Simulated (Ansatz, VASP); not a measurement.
One calculation of Se, two programs

```
CELL_PARAMETERS angstrom
2.85665 0.00000 0.00000
0.00000 2.85665 0.00000
0.00000 0.00000 2.85665
ATOMIC_POSITIONS crystal
Se 0.00000 0.00000 0.00000
```

Change from the starting cell: volume scaled by 1.05, PAW files.

Alike in both runs: task electric field gradients; functional PBEsol; k mesh 12 × 12 × 12; occupations fermi-dirac, width 0.03 eV; no spin polarisation.

|  | VASP | Ansatz |
| --- | --- | --- |
| version | VASP 6.6.1 | Ansatz 0.2.0 |
| potentials or method | VASP PAW PBE potentials, release 64 (Se) | PAW with Ansatz's default frozen-core files, scalar-relativistic |
| plane-wave cutoff (eV) | 520 | 420 |
| valence electrons in the cell | 6 | 16 |

```tsv
	VASP	Ansatz	Ansatz less VASP
pressure (GPa)	-5.1	-5.1	-0.07
```

VASP's potentials were made for PBE, not for PBEsol. VASP's potentials hold 6 valence electrons a cell and Ansatz's 16, so a difference there can come from the potentials and not from the codes.
